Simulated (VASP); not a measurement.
# BaTe (Fm-3m) in VASP: a series of runs

The runs below take BaTe through single point, with PBE+D3(BJ).

Everything below comes from runs of VASP 6.6.1. Logs are shortened: lines on timing, memory, paths and dates and some standing lists are left out, and cuts for length are marked.

**1. The cell of the first run**

It takes space group Fm-3m (No. 225, cubic). The conventional cell has a = 6.759 Å, b = 6.759 Å, c = 6.759 Å, α = 90.00°, β = 90.00°, γ = 90.00°. Ba (site symmetry m-3m) has 6 Te at 3.38 Å within 4.4 Å. Te (site symmetry m-3m) has 6 Ba at 3.38 Å within 4.4 Å.

**2. Single point, PBE+D3(BJ)**

Contents of INCAR:

```
ALGO = Normal
EDIFF = 1E-6
ENCUT = 500
GGA = PE
GGA_COMPAT = F
ISIF = 2
ISMEAR = 0
IVDW = 12
LASPH = T
LCHARG = T
LELF = T
LREAL = F
LVHAR = T
LWAVE = F
NBANDS = 15
NELM = 120
PREC = Accurate
SIGMA = 0.01
```

Contents of KPOINTS:

```
k-points
0
Gamma
  4 4 4
```

Contents of POSCAR:

```
BaTe
1.0
    0.0000000000      3.3794153928      3.3794153928
    3.3794153928      0.0000000000      3.3794153928
    3.3794153928      3.3794153928      0.0000000000
Ba Te
1 1
Direct
    0.0000000000      0.0000000000      0.0000000000
    0.5000000000      0.5000000000      0.5000000000
```

Potentials or basis: VASP PAW PBE potentials, release 64 (Ba_sv, Te).

Command:

```sh
$ cat potpaw_PBE.64/Ba_sv/POTCAR potpaw_PBE.64/Te/POTCAR > POTCAR
$ mpirun -np 1 vasp_std > vasp.out
```

OUTCAR:

```text
EDIFF = 1E-6
   ENCUT = 500
   GGA = PE
   ISIF = 2
   ISMEAR = 0
   IVDW = 12
   LASPH = T
   LREAL = F
   NELM = 120
   PREC = Accurate
 IVDW          = 12

 ion  position               nearest neighbor table
   1  0.000  0.000  0.000-   2 3.38   2 3.38   2 3.38   2 3.38   2 3.38   2 3.38
   2  0.500  0.500  0.500-   1 3.38   1 3.38   1 3.38   1 3.38   1 3.38   1 3.38

  LATTYP: Found a face centered cubic cell.
 ALAT       =     6.7588307856

  Lattice vectors:

 A1 = (   0.0000000000,   3.3794153928,   3.3794153928)
 A2 = (   3.3794153928,   0.0000000000,   3.3794153928)
 A3 = (   3.3794153928,   3.3794153928,   0.0000000000)

Analysis of symmetry for initial positions (statically):
=====================================================================
 Subroutine PRICEL returns:
 Original cell was already a primitive cell.

 Routine SETGRP: Setting up the symmetry group for a
 face centered cubic supercell.

 Subroutine GETGRP returns: Found 48 space group operations
 (whereof 48 operations were pure point group operations)
 out of a pool of 48 trial point group operations.

The static configuration has the point symmetry O_h .

Analysis of symmetry for dynamics (positions and initial velocities):
=====================================================================
 Subroutine PRICEL returns:
 Original cell was already a primitive cell.

 Routine SETGRP: Setting up the symmetry group for a
 face centered cubic supercell.

 Subroutine GETGRP returns: Found 48 space group operations
 (whereof 48 operations were pure point group operations)
 out of a pool of 48 trial point group operations.

The dynamic configuration has the point symmetry O_h .

 Subroutine INISYM returns: Found 48 space group operations
 (whereof 48 operations are pure point group operations),
 and found     1 'primitive' translations

----------------------------------------------------------------------------------------

                                     Primitive cell

  volume of cell :      77.1889

  direct lattice vectors                    reciprocal lattice vectors
     0.000000000  3.379415393  3.379415393    -0.147954584  0.147954584  0.147954584
     3.379415393  0.000000000  3.379415393     0.147954584 -0.147954584  0.147954584
     3.379415393  3.379415393  0.000000000     0.147954584  0.147954584 -0.147954584

  length of vectors
     4.779215081  4.779215081  4.779215081     0.256264857  0.256264857  0.256264857

  position of ions in fractional coordinates (direct lattice)
     0.000000000  0.000000000  0.000000000
     0.500000000  0.500000000  0.500000000

  ion indices of the primitive-cell ions
   primitive index   ion index
                 1           1
                 2           2

----------------------------------------------------------------------------------------

 KPOINTS: k-points

Automatic generation of k-mesh.
 Grid dimensions read from file:
 generate k-points for:    4    4    4

 Generating k-lattice:

  Cartesian coordinates                     Fractional coordinates (reciprocal lattice)
    -0.036988646  0.036988646  0.036988646     0.250000000  0.000000000  0.000000000
     0.036988646 -0.036988646  0.036988646     0.000000000  0.250000000  0.000000000
     0.036988646  0.036988646 -0.036988646     0.000000000  0.000000000  0.250000000

  Length of vectors
     0.064066214  0.064066214  0.064066214

  Shift w.r.t. Gamma in fractional coordinates (k-lattice)
     0.000000000  0.000000000  0.000000000

 Subroutine IBZKPT returns following result:
 ===========================================

 Found      8 irreducible k-points:

 Following reciprocal coordinates:
            Coordinates               Weight
  0.000000  0.000000  0.000000      1.000000
  0.250000  0.000000  0.000000      8.000000
  0.500000  0.000000  0.000000      4.000000
  0.250000  0.250000  0.000000      6.000000
  0.500000  0.250000  0.000000     24.000000
 -0.250000  0.250000  0.000000     12.000000
  0.500000  0.500000  0.000000      3.000000
 -0.250000  0.500000  0.250000      6.000000
   k-points           NKPTS =      8   k-points in BZ     NKDIM =      8   number of bands    NBANDS=     15
   number of dos      NEDOS =    301   number of ions     NIONS =      2
   total plane-waves  NPLWV =  46656
   dimension x,y,z NGX =    36 NGY =   36 NGZ =   36
   dimension x,y,z NGXF=    72 NGYF=   72 NGZF=   72
   ions per type =               1   1
   NGX,Y,Z   is equivalent  to a cutoff of  12.52, 12.52, 12.52 a.u.
   NGXF,Y,Z  is equivalent  to a cutoff of  25.05, 25.05, 25.05 a.u.
 SYSTEM =  unknown system
   PREC   = accura    normal or accurate (medium, high low for compatibility)
   ISTART =      0    job   : 0-new  1-cont  2-samecut
   ICHARG =      2    charge: 1-file 2-atom 10-const
   ISPIN  =      1    spin polarized calculation?
   LNONCOLLINEAR =      F non collinear calculations
   LSORBIT =      F    spin-orbit coupling
   LASPH  =      T    aspherical Exc in radial PAW
   ENCUT  =  500.0 eV  36.75 Ry    6.06 a.u.   8.71  8.71  8.71*2*pi/ulx,y,z
   NELM   =    120;   NELMIN=  2; NELMDL= -5     # of ELM steps
   EDIFF  = 0.1E-05   stopping-criterion for ELM
   LREAL  =      F    real-space projection
   EDIFFG = 0.1E-04   stopping-criterion for IOM
   NSW    =      0    number of steps for IOM
   IBRION =     -1    ionic relax: 0-MD 1-quasi-New 2-CG
   NFREE  =      0    steps in history (QN), initial steepest desc. (CG)
   ISIF   =      2    stress and relaxation
   ISYM   =      2    0-nonsym 1-usesym 2-fastsym
   POTIM  = 0.5000    time-step for ionic-motion
   TEBEG  =    0.0;   TEEND  =   0.0 temperature during run
   PSTRESS=    0.0 pullay stress
   NELECT =      16.0000    total number of electrons
   NUPDOWN=      -1.0000    fix difference up-down
   EMIN   =  10.00;   EMAX   =-10.00  energy-range for DOS
   EFERMI =   0.00;   METHOD = LEGACY
   ISMEAR =     0;   SIGMA  =   0.01  broadening in eV -4-tet -1-fermi 0-gaus
   EFERMI_NEDOS =   21; number of points for ismear=-14 and -15
   IALGO  =     38    algorithm
   IMIX   =      4    mixing-type and parameters
     AMIX     =   0.40;   BMIX     =  1.00
     AMIX_MAG =   1.60;   BMIX_MAG =  1.00
  volume/ion in A,a.u.               =      38.59       260.45
  Fermi-wavevector in a.u.,A,eV,Ry     =   0.968865  1.830889 12.771779  0.938699
  Thomas-Fermi vector in A             =   2.098870
   LORBIT       =      0    0 simple, 1 ext, 2 COOP (PROOUT), +10 PAW based schemes
   GGA     = PE    functional components
   LHFCALC =     F    Hartree Fock is set to
   AEXX    =    0.0000 exact exchange contribution
   IVDW    =    12    specifies the selected vdW correction
   LEPSILON=     F    determine dielectric tensor
   LRPA    =     F    only Hartree local field effects (RPA)
 non-spin polarized calculation
 Gauss-broadening in eV      SIGMA  =   0.01
  energy-cutoff  :      500.00
  volume of cell :       77.19
 maximum number of plane-waves:      1964
 NGX is ok and might be reduce to    36
   NGX = 17   NGY = 17   NGZ = 17

 number of electron      16.0000000 magnetization

 Free energy of the ion-electron system (eV)
  ---------------------------------------------------
  ext. energy  EPLUGINS =         0.00000000
  ---------------------------------------------------
  free energy    TOTEN  =        -8.43370396 eV

  energy without entropy =       -8.43370396  energy(sigma->0) =       -8.43370396

 E-fermi :   3.0984     XC(G=0):  -8.6729

 val. band max:        2.9986185097   @ k =   0.0000   0.0000   0.0000
 cond. band min:       4.2433257150   @ k =   0.5000   0.5000   0.0000
 fundamental gap:      1.2447072054
 Fermi energy:         3.0983984111

 k-point     1 :       0.0000    0.0000    0.0000
  band No.  band energies     occupation
      1     -23.7887      2.00000
      2      -8.9679      2.00000
      3      -8.9679      2.00000
      4      -8.9679      2.00000
      5      -6.7943      2.00000
      6       2.9986      2.00000
      7       2.9986      2.00000
      8       2.9986      2.00000
      9       5.8213      0.00000
     10       5.8213      0.00000
     11       5.8213      0.00000
     12       6.3373      0.00000
     13       6.5572      0.00000
     14       6.5572      0.00000
     15       9.9617      0.00000

 k-point     2 :       0.2500    0.0000    0.0000
  band No.  band energies     occupation
      1     -23.7769      2.00000
      2      -9.3559      2.00000
      3      -8.9750      2.00000
      4      -8.9750      2.00000
      5      -6.2177      2.00000
      6       1.4508      2.00000
      7       2.1707      2.00000
      8       2.1707      2.00000
      9       6.0989      0.00000
     10       6.6283      0.00000
     11       6.6283      0.00000
     12       8.3599      0.00000
     13       8.3603      0.00000
     14       8.3603      0.00000
     15      11.6338      0.00000

 k-point     3 :       0.5000    0.0000    0.0000
  band No.  band energies     occupation
      1     -23.7649      2.00000
      2      -9.6442      2.00000
      3      -8.9819      2.00000
      4      -8.9819      2.00000
      5      -5.7087      2.00000
      6       0.4477      2.00000
      7       1.6314      2.00000
      8       1.6314      2.00000
      9       7.3184      0.00000
     10       7.9904      0.00000
     11       8.0813      0.00000
     12       8.0813      0.00000
     13      10.1938      0.00000
     14      10.1938      0.00000
     15      11.1550      0.00000

 k-point     4 :       0.2500    0.2500    0.0000
  band No.  band energies     occupation
      1     -23.7730      2.00000
      2      -9.2698      2.00000
      3      -9.0318      2.00000
      4      -9.0318      2.00000
      5      -6.3290      2.00000
      6       1.2576      2.00000
      7       2.6581      2.00000
      8       2.6581      2.00000
      9       4.8567      0.00000
     10       6.9991      0.00000
     11       7.1124      0.00000
     12       7.7017      0.00000
     13       7.7017      0.00000
     14      10.8009      0.00000
     15      12.2248      0.00000

 k-point     5 :       0.5000    0.2500    0.0000
  band No.  band energies     occupation
      1     -23.7611      2.00000
      2      -9.4346      2.00000
      3      -9.1013      2.00000
      4      -9.0398      2.00000
      5      -6.1187      2.00000
      6       1.2147      2.00000
      7       1.8639      2.00000
      8       2.0780      2.00000
      9       5.5688      0.00000
     10       8.2378      0.00000
     11       8.4594      0.00000
     12       8.7839      0.00000
     13       8.8198      0.00000
     14       9.8416      0.00000
     15      10.9009      0.00000

 k-point     6 :      -0.2500    0.2500    0.0000
  band No.  band energies     occupation
      1     -23.7650      2.00000
      2      -9.4608      2.00000
      3      -9.1129      2.00000
      4      -8.9832      2.00000
      5      -5.9795      2.00000
      6       0.8896      2.00000
      7       1.7243      2.00000
      8       2.1346      2.00000
      9       6.8716      0.00000
     10       7.1001      0.00000
     11       7.5108      0.00000
     12       7.9549      0.00000
     13       9.0832      0.00000
     14      11.1109      0.00000
     15      11.9366      0.00000

 k-point     7 :       0.5000    0.5000    0.0000
  band No.  band energies     occupation
      1     -23.7572      2.00000
      2      -9.2898      2.00000
      3      -9.0961      2.00000
      4      -9.0961      2.00000
      5      -6.5600      2.00000
      6       1.8472      2.00000
      7       2.6224      2.00000
      8       2.6224      2.00000
      9       4.2433      0.00000
     10       7.5762      0.00000
     11       8.1168      0.00000
     12       9.0791      0.00000
     13       9.0791      0.00000
     14       9.0830      0.00000
     15      11.2825      0.00000

 k-point     8 :      -0.2500    0.5000    0.2500
  band No.  band energies     occupation
      1     -23.7571      2.00000
      2      -9.2252      2.00000
      3      -9.1937      2.00000
      4      -9.1937      2.00000
      5      -6.2240      2.00000
      6       1.5057      2.00000
      7       1.9935      2.00000
      8       1.9935      2.00000
      9       6.5155      0.00000
     10       6.5155      0.00000
     11       8.1230      0.00000
     12       8.5463      0.00000
     13       9.0948      0.00000
     14      11.8666      0.00000
     15      11.9989      0.00000

------------------------ aborting loop because EDIFF is reached ----------------------------------------

 Edisp (eV)   -0.69859

 E8    (eV) :    -0.3604

  FORCE on cell =-STRESS in cart. coord.  units (eV):
  Direction    XX          YY          ZZ          XY          YZ          ZX
  --------------------------------------------------------------------------------------
  -------------------------------------------------------------------------------------
  Total       1.98148     1.98148     1.98148     0.00000     0.00000    -0.00000
  in kB      41.12869    41.12869    41.12869     0.00000     0.00000    -0.00000
  external pressure =       41.13 kB  Pullay stress =        0.00 kB

 VOLUME and BASIS-vectors are now :
 -----------------------------------------------------------------------------
  energy-cutoff  :      500.00
  volume of cell :       77.19
      direct lattice vectors                 reciprocal lattice vectors
     0.000000000  3.379415393  3.379415393    -0.147954584  0.147954584  0.147954584
     3.379415393  0.000000000  3.379415393     0.147954584 -0.147954584  0.147954584
     3.379415393  3.379415393  0.000000000     0.147954584  0.147954584 -0.147954584

 POSITION                                       TOTAL-FORCE (eV/Angst)
 -----------------------------------------------------------------------------------
      0.00000      0.00000      0.00000         0.000000      0.000000     -0.000000
      3.37942      3.37942      3.37942         0.000000      0.000000      0.000000
 -----------------------------------------------------------------------------------
    total drift:                                0.000000      0.000000      0.000000

  FREE ENERGIE OF THE ION-ELECTRON SYSTEM (eV)
  ---------------------------------------------------
  free  energy   TOTEN  =        -9.1322958686 eV

  energy  without entropy=       -9.1322958686  energy(sigma->0) =       -9.13229587
```

It took 16 s on 1 thread of Intel Xeon 6455B, shared host; peak memory 0.21 GiB.

Results:

| Property | Result |
| --- | --- |
| Free energy | -9.1323 eV |
| Pressure | 4.1 GPa |
| Band gap on the k mesh | 1.24 eV, indirect (least direct gap 1.62 eV) |
| Dispersion energy per atom | -0.349 eV |

Caveat: spin-orbit coupling is left out, which moves the levels of the heavy elements.

**3. Single point, PBE+D3(BJ)**

This run uses another cell than the first one, of 39.65 Å³/atom, 1.027 times its volume.

Contents of INCAR:

```
SYSTEM = BaTe
  PREC = Accurate
  ENCUT = 500
  EDIFF = 1E-6
  ISMEAR = 0
  SIGMA = 0.01
  LREAL = .FALSE.
  LASPH = .TRUE.
  NELM = 120
  ALGO = Normal
  ISIF = 2
  LWAVE = .FALSE.
  LCHARG = .FALSE.
  GGA = PE
  IVDW = 12
  NBANDS = 15
  GGA_COMPAT = .FALSE.
```

Contents of KPOINTS:

```
Automatic mesh
0
G
  4 4 4
  0 0 0
```

Contents of POSCAR:

```
BaTe
1.0
    0.0000000000      3.4100000000      3.4100000000
    3.4100000000      0.0000000000      3.4100000000
    3.4100000000      3.4100000000      0.0000000000
Ba Te
1 1
Direct
    0.0000000000      0.0000000000      0.0000000000
    0.5000000000      0.5000000000      0.5000000000
```

Potentials or basis: VASP PAW PBE potentials, release 64 (Ba_sv, Te).

Command:

```sh
$ cat potpaw_PBE.64/Ba_sv/POTCAR potpaw_PBE.64/Te/POTCAR > POTCAR
$ mpirun -np 1 vasp_std > vasp.out
```

OUTCAR:

```text
SYSTEM = BaTe
   PREC = Accurate
   ENCUT = 500
   EDIFF = 1E-6
   ISMEAR = 0
   LREAL = .FALSE.
   LASPH = .TRUE.
   NELM = 120
   ISIF = 2
   GGA = PE
   IVDW = 12
 IVDW          = 12

 ion  position               nearest neighbor table
   1  0.000  0.000  0.000-   2 3.41   2 3.41   2 3.41   2 3.41   2 3.41   2 3.41
   2  0.500  0.500  0.500-   1 3.41   1 3.41   1 3.41   1 3.41   1 3.41   1 3.41

  LATTYP: Found a face centered cubic cell.
 ALAT       =     6.8200000000

  Lattice vectors:

 A1 = (   0.0000000000,   3.4100000000,   3.4100000000)
 A2 = (   3.4100000000,   0.0000000000,   3.4100000000)
 A3 = (   3.4100000000,   3.4100000000,   0.0000000000)

Analysis of symmetry for initial positions (statically):
=====================================================================
 Subroutine PRICEL returns:
 Original cell was already a primitive cell.

 Routine SETGRP: Setting up the symmetry group for a
 face centered cubic supercell.

 Subroutine GETGRP returns: Found 48 space group operations
 (whereof 48 operations were pure point group operations)
 out of a pool of 48 trial point group operations.

The static configuration has the point symmetry O_h .

Analysis of symmetry for dynamics (positions and initial velocities):
[... 159 lines left out ...]
      9       5.6591      0.00000
     10       5.6591      0.00000
     11       5.6591      0.00000
     12       6.0297      0.00000
     13       6.3626      0.00000
     14       6.3626      0.00000
[... 113 lines left out ...]
      2      -9.4355      2.00000
      3      -9.4132      2.00000
      4      -9.4132      2.00000
      5      -6.3935      2.00000
      6       1.3702      2.00000
      7       1.8138      2.00000
      8       1.8138      2.00000
      9       6.3244      0.00000
     10       6.3244      0.00000
     11       7.8512      0.00000
     12       8.2441      0.00000
     13       8.8130      0.00000
     14      11.5000      0.00000
     15      11.5776      0.00000

------------------------ aborting loop because EDIFF is reached ----------------------------------------

 Edisp (eV)   -0.67858

 E8    (eV) :    -0.3500

  FORCE on cell =-STRESS in cart. coord.  units (eV):
  Direction    XX          YY          ZZ          XY          YZ          ZX
  --------------------------------------------------------------------------------------
  -------------------------------------------------------------------------------------
  Total       1.42189     1.42189     1.42189    -0.00000    -0.00000     0.00000
  in kB      28.72661    28.72661    28.72661    -0.00000    -0.00000     0.00000
  external pressure =       28.73 kB  Pullay stress =        0.00 kB

 VOLUME and BASIS-vectors are now :
 -----------------------------------------------------------------------------
  energy-cutoff  :      500.00
  volume of cell :       79.30
      direct lattice vectors                 reciprocal lattice vectors
     0.000000000  3.410000000  3.410000000    -0.146627566  0.146627566  0.146627566
     3.410000000  0.000000000  3.410000000     0.146627566 -0.146627566  0.146627566
     3.410000000  3.410000000  0.000000000     0.146627566  0.146627566 -0.146627566

 POSITION                                       TOTAL-FORCE (eV/Angst)
 -----------------------------------------------------------------------------------
      0.00000      0.00000      0.00000         0.000000     -0.000000      0.000000
      3.41000      3.41000      3.41000        -0.000000      0.000000     -0.000000
 -----------------------------------------------------------------------------------
    total drift:                                0.000000      0.000000      0.000000

  FREE ENERGIE OF THE ION-ELECTRON SYSTEM (eV)
  ---------------------------------------------------
  free  energy   TOTEN  =        -9.1782628413 eV

  energy  without entropy=       -9.1782628413  energy(sigma->0) =       -9.17826284
```

It took 16 s on 1 thread of Intel Xeon 6455B, shared host; peak memory 0.21 GiB.

What came out:

```
Free energy                : -9.1783 eV
Pressure                   : 2.9 GPa
Band gap on the k mesh     : 1.32 eV, indirect (least direct gap 1.70 eV)
Dispersion energy per atom : -0.339 eV
```

Levels at points of the mesh, in eV from the valence-band top:
| k point | band 4 | band 5 | band 6 | band 7 | band 8 | band 9 | band 10 | band 11 | band 12 | band 13 |
| --- | --- | --- | --- | --- | --- | --- | --- | --- | --- | --- |
| (0.00, 0.00, 0.00) | -12.02 | -9.72 | 0.00 | 0.00 | 0.00 | 2.85 | 2.85 | 2.85 | 3.22 | 3.56 |
| (0.50, 0.00, 0.00) | -12.03 | -8.74 | -2.47 | -1.30 | -1.30 | 4.29 | 4.93 | 5.03 | 5.03 | 7.13 |
| (0.50, 0.50, 0.00) | -12.13 | -9.50 | -1.15 | -0.38 | -0.38 | 1.32 | 4.54 | 4.99 | 5.95 | 5.99 |

Caveat: spin-orbit coupling is left out, which moves the levels of the heavy elements. A k mesh can miss the band edges.

[end of part 1 of 2]
